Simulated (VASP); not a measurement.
**RbBr: electric field gradients with PBEsol**

RbBr:

```
CELL_PARAMETERS angstrom
0.00000 3.42750 3.39323
3.42750 0.00000 3.39323
3.42750 3.42750 0.00000
ATOMIC_POSITIONS crystal
Rb 0.00000 0.00000 0.00000
Br 0.50000 0.50000 0.50000
```

This cell differs from its parent crystal: zz strain of -1 %.

| Property | Result |
| --- | --- |
| Program | VASP 6.6.1 |
| Task | electric field gradients |
| Functional | PBEsol |
| Potentials or basis | VASP PAW PBE potentials, release 64 (Rb_sv, Br) |
| Cutoff | 520 eV |
| k mesh | 7 × 7 × 7 |
| Occupations | fermi-dirac, width 0.03 eV |
| Spin | no spin polarisation |
| Dipole correction | no |
| Further INCAR settings | ALGO = Normal; EDIFF = 1e-08; NBANDS = 15 |

```yaml
Pressure: 0.1 GPa
Band_gap_on_the_k_mesh: 4.23 eV, direct
```

Stress tensor (GPa, compression positive):
```
0.01 0.00 0.00
0.00 0.01 0.00
0.00 0.00 0.33
```

Levels at points of the mesh, in eV from the valence-band top:
```
           k point  band 6  band 7  band 8  band 9  band 10  band 11
(0.00, 0.00, 0.00)   -0.01   -0.01    0.00    4.23     7.17     7.17
```

Electric field gradients, principal values (V/Å²):
```
atom  least  middle  greatest (by size)
1 Rb  1.629   1.629              -3.258
2 Br  1.234   1.234              -2.469
```

Wall time 48 s on 1 thread of Intel Xeon 6975P-C, on a shared host, peak memory 0.22 GiB.

Caveat: the cell differs from its parent crystal (zz strain of -1 %); without QUAD_EFG the Cq values of the log hold for a quadrupole moment of 1 mb, not for the nuclei; the PAW data sets were made with another functional, which shifts forces and pressure a little. A k mesh can miss the band edges.
